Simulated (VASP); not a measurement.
Set up this calculation in VASP 6.6.1, as the native input.

* Task: single point
* Functional: r2SCAN
* Potentials or basis: VASP PAW PBE potentials, release 64 (Ti_sv, O)
* Cutoff: 520 eV
* k mesh: 8 × 8 × 8
* Occupations: gaussian, width 0.05 eV
* Spin: no spin polarisation
* Dipole correction: no
* Further INCAR settings: ALGO = Normal; EDIFF = 1e-07; NBANDS = 33

The system is TiO2.

```
Ti O
1.0
    -1.90360    1.90360    4.90681
     1.90360   -1.90360    4.90681
     1.90360    1.90360   -4.90681
Ti O
2 4
Direct
  0.00000 0.00000 0.00000
  0.75000 0.25000 0.50000
  0.20456 0.20456 0.00000
  0.95456 0.45456 0.50000
  0.54544 0.04544 0.50000
  0.79544 0.79544 0.00000
```

These files were run (other wordings do the same):

POSCAR

```
TiO2
1.0
   -1.9036032225      1.9036032225      4.9068091751
    1.9036032225     -1.9036032225      4.9068091751
    1.9036032225      1.9036032225     -4.9068091751
Ti O
2 4
Direct
    0.0000000000      0.0000000000      0.0000000000
    0.7500000000      0.2500000000      0.5000000000
    0.2045571415      0.2045571415      0.0000000000
    0.9545571415      0.4545571415      0.5000000000
    0.5454428585      0.0454428585      0.5000000000
    0.7954428585      0.7954428585      0.0000000000
```

INCAR.step1

```
  PREC = Accurate
  ENCUT = 520
  ISMEAR = 0
  SIGMA = 0.05
  LREAL = F
  LASPH = T
  NELM = 100
  NBANDS = 33
  GGA = PE
  ALGO = Normal
  EDIFF = 1E-4
  LWAVE = T
  LCHARG = F
```

INCAR.step2

```
  PREC = Accurate
  ENCUT = 520
  EDIFF = 1E-7
  ISMEAR = 0
  SIGMA = 0.05
  LREAL = F
  LASPH = T
  NELM = 100
  ALGO = Normal
  ISIF = 2
  LWAVE = F
  LCHARG = F
  METAGGA = R2SCAN
  LMIXTAU = T
  NBANDS = 33
  ISTART = 1
```

KPOINTS

```
Automatic mesh
0
Gamma
  8 8 8
```

Potentials or basis: VASP PAW PBE potentials, release 64 (Ti_sv, O).

The run is started by

```console
$ cat potpaw_PBE.64/Ti_sv/POTCAR potpaw_PBE.64/O/POTCAR > POTCAR
$ cp INCAR.step1 INCAR
$ mpirun -np 1 vasp_std > vasp.out
$ cp INCAR.step2 INCAR
$ mpirun -np 1 vasp_std > vasp.out
```

Results of the run:

```
Pressure               : -6.0 GPa
Largest force          : 0.030 eV/Å
Band gap on the k mesh : 2.58 eV (least direct gap 2.83 eV)
```

Caveat: the cell stands under tension; the PAW data sets were made with another functional, which shifts forces and pressure a little.

Wall time 12 min on 1 thread of AMD EPYC 9R45 96-Core Processor (Zen 5), with other jobs on the host, peak memory 0.31 GiB.
